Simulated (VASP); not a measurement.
# Hf4F: single point with PBE

System: Hf4F, a slab with vacuum.

```
Hf F
1.0
     3.20482    0.00000    0.00000
    -1.60241    2.77545    0.00000
     0.00000    0.00000   24.52815
Hf F
4 1
Direct
  0.66667 0.33333 0.16308
  0.33333 0.66667 0.26638
  0.66667 0.33333 0.37330
  0.33333 0.66667 0.47000
  0.88889 0.11111 0.60739
```

- Program: VASP 6.6.1
- Task: single point
- Functional: PBE
- Potentials or basis: VASP PAW PBE potentials, release 64 (Hf_pv, F)
- Cutoff: 640 eV
- k mesh: 9 × 9 × 1
- Occupations: gaussian, width 0.1 eV
- Spin: no spin polarisation
- Dipole correction: yes
- Second try: not_converged
- Further INCAR settings: ALGO = Normal; EDIFF = 1e-06; NBANDS = 32; AMIX = 0.1; BMIX = 0.0001; NELMDL = -8

```json
{
  "Largest force": "1.308 eV/Å",
  "Band gap on the k mesh": "zero (an odd number of electrons rules out a gap without spin polarisation)"
}
```

Forces on the atoms (eV/Å):
```
Hf   0.001 -0.001  0.721
Hf  -0.003  0.002 -0.732
Hf  -0.001  0.001 -0.029
Hf   0.007 -0.004  1.308
F   -0.004  0.002 -1.269
```

Levels at points of the mesh, in eV from the Fermi level:
```
           k point  band 22  band 23  band 24  band 25  band 26  band 27
(0.00, 0.00, 0.00)     0.26     0.70     0.96     0.97     1.17     1.17
```

Run time: 11 min on 4 MPI ranks on Intel(R) Xeon(R) Platinum 8488C (Sapphire Rapids) (shared host), peak memory 0.52 GiB a rank.

Caveat: spin-orbit coupling is left out, which moves the levels of the heavy elements.
